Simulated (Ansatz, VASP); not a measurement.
Al: VASP beside Ansatz

File INCAR:

```
PREC     = Accurate       # precision mode
ENCUT    = 520            # plane-wave cutoff, eV
EDIFF    = 1E-6           # SCF threshold, eV
ISMEAR   = 1              # smearing method
SIGMA    = 0.05           # smearing width, eV
LREAL    = False          # projectors in reciprocal space
LASPH    = True           # aspherical terms in the spheres
NELM     = 60             # most SCF steps
ALGO     = Normal         # electronic algorithm
ISIF     = 2              # what is computed and relaxed
LWAVE    = False          # write WAVECAR
LCHARG   = True           # write CHGCAR
GGA      = CA             # functional
LELF     = True           # ELF
LVHAR    = True         
NBANDS   = 14             # bands
```

KPOINTS

```
regular mesh
0
Gamma
  9 9 3
```

POSCAR

```
Al
1.0
    2.8270770000      0.0000000000      0.0000000000
   -1.4135390000      2.4483210000      0.0000000000
    0.0000000000      0.0000000000      9.1859930000
Al
4
Direct
    0.0000000000      0.0000000000      0.0000000000
    0.3333333333      0.6666666667      0.2500000000
    0.0000000000      0.0000000000      0.5000000000
    0.6666666667      0.3333333333      0.7500000000
```

Input for Ansatz:

```yaml
crystal:
  lattice:
    - [2.827077, 0.0, 0.0]
    - [-1.413539, 2.448321, 0.0]
    - [0.0, 0.0, 9.185993]
  atoms:
    - { symbol: Al, position: [0.0, 0.0, 0.0] }
    - { symbol: Al, position: [0.3333333333333333, 0.6666666666666666, 0.25] }
    - { symbol: Al, position: [0.0, 0.0, 0.5] }
    - { symbol: Al, position: [0.6666666666666666, 0.3333333333333333, 0.75] }
basis:
  ecutwfc: 421.77648681281397
kpoints:
  mp_grid:
    grid: [9, 9, 3]
hamiltonian:
  xc: lda
scf:
  convergence:
    dr2_threshold: 1.0e-10
  occupations:
    method: cold
    width: 0.05
output:
  stress: true
```

Alike in both runs: task single point; functional LDA; k mesh 9 × 9 × 3; no spin polarisation.

|  | VASP | Ansatz |
| --- | --- | --- |
| version | VASP 6.6.1 | Ansatz 0.2.0 |
| potentials or method | VASP PAW LDA potentials, release 64 (Al), cutoff 520 eV | plane waves, PAW |
| occupations | methfessel-paxton of order 1, width 0.05 eV | cold, width 0.05 eV |
| valence electrons in the cell | 12 | 12 |

Ansatz gave:

| Property | Result |
| --- | --- |
| pressure (GPa) | -0.4 |
| traceless stress, the component that is largest in VASP (GPa) | 2.30 |

Q: Estimate VASP's values.

A: Pressure (GPa): -0.4; traceless stress, the component that is largest in VASP (GPa): 2.21.

LDA's correlation is that of Perdew and Zunger in VASP and of Perdew and Wang (1992) in Ansatz.
